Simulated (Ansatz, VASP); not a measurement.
# Two plane-wave programs on Bi

```
Bi
1.0
     2.26626    1.30843    3.88738
    -2.26626    1.30843    3.88738
     0.00000   -2.61685    3.88738
Bi
2
Direct
  0.23717 0.23717 0.23717
  0.76283 0.76283 0.76283
```

Alike in both runs: functional PBE; dispersion D3(BJ); k mesh 18 × 18 × 18; occupations gaussian, width 0.1 eV; no spin polarisation.

Ansatz relaxed the structure, and its values are those at the end. VASP's run is a single point on that final structure, the one shown.

|  | VASP | Ansatz |
| --- | --- | --- |
| version | VASP 6.6.1 | Ansatz 0.2.0 |
| potentials or method | VASP PAW PBE potentials, release 64 (Bi_d), cutoff 520 eV | scalar-relativistic, plane waves, PAW |
| valence electrons in the cell | 30 | 30 |

|  | VASP | Ansatz | Ansatz less VASP |
| --- | --- | --- | --- |
| gap on the k mesh at the Fermi level (eV) | none | none | - |
| pressure (GPa) | 0.0 | 0.0 | +0.03 |
| rms of the force components (eV/Å) | 0.003 | 0.000 | -0.0032 |

A gap of «none» marks a metal or a gap that the smearing closes.

Neither program's run includes spin-orbit coupling.
